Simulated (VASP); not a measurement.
Input of a VASP 6.6.1 run:

File INCAR:

```
PREC     = Accurate       # precision mode
ENCUT    = 520            # plane-wave cutoff, eV
EDIFF    = 1E-6           # SCF threshold, eV
ISMEAR   = 0              # smearing method
SIGMA    = 0.1            # smearing width, eV
LREAL    = Auto         
LASPH    = True           # aspherical terms in the spheres
NELM     = 100            # most SCF steps
ALGO     = Normal         # electronic algorithm
ISIF     = 2              # what is computed and relaxed
LWAVE    = False          # write WAVECAR
LCHARG   = True           # write CHGCAR
GGA      = PE             # functional
LELF     = True           # ELF
LVHAR    = True         
ISYM     = 0            
NBANDS   = 124            # bands
```

Contents of KPOINTS:

```
Automatic mesh
0
Gamma
  2 2 2
  0.5 0.5 0.5
```

POSCAR

```
Zn7Ag5S12
1.0
   -5.8058700812     -5.6201744190     -0.0534742858
    0.0383176742      5.6353310306      5.2974481425
   -5.7853646367      5.5461946886     -5.2466294746
S Zn Ag
12 7 5
Direct
    0.3512887615      0.1747934731      0.9260561258
    0.8233091025      0.1640175333      0.9073318825
    0.6699638561      0.3304568963      0.5782133301
    0.1494641835      0.3250838394      0.5766931334
    0.4987819839      0.4913712941      0.2491294718
    0.0029588436      0.5012120489      0.2559391078
    0.3581803413      0.6773398752      0.9291157549
    0.8192116388      0.6574012594      0.9049756076
    0.6746795118      0.8370976891      0.5898400695
    0.1469683348      0.8204339865      0.5735099825
    0.4957513039      1.0048126765      0.2511437197
    0.0211876448      1.0089906973      0.2543836211
    0.5071959467      1.0075531950      1.0060024187
    0.8272878201      0.1671516450      0.6630071847
    0.6647810115      0.3327804974      0.3304298692
    0.1703447423      0.3378594550      0.3317173716
    0.5044797061      0.4998427350      0.0057088963
    0.8232640842      0.6579113473      0.6593294921
    0.1697079428      0.8320804124      0.3294294840
    1.0015704750      1.0016970727     -0.0046099302
    0.3203465855      0.1568193075      0.6688623178
    0.0078871235      0.5116450073      0.9910114153
    0.3258119204      0.6658385968      0.6723279522
    0.6803054447      0.8440425193      0.3328192880
```

Potentials or basis: VASP PAW PBE potentials, release 64 (S, Zn, Ag).

Run with:

```console
$ cat potpaw_PBE.64/S/POTCAR potpaw_PBE.64/Zn/POTCAR potpaw_PBE.64/Ag/POTCAR > POTCAR
$ mpirun -np 1 vasp_std > vasp.out
```

(1) What does it give for the pressure?

(2) What does it give for the band gap on the k mesh?

(3) Estimate the largest force.

Answers

(1) 0.1 GPa.

(2) zero (an odd number of electrons rules out a gap without spin polarisation).

(3) 0.028 eV/Å.

Caveat: the k points lie up to 0.46 Å⁻¹ apart, too coarse for converged energies and pressures of a metal.
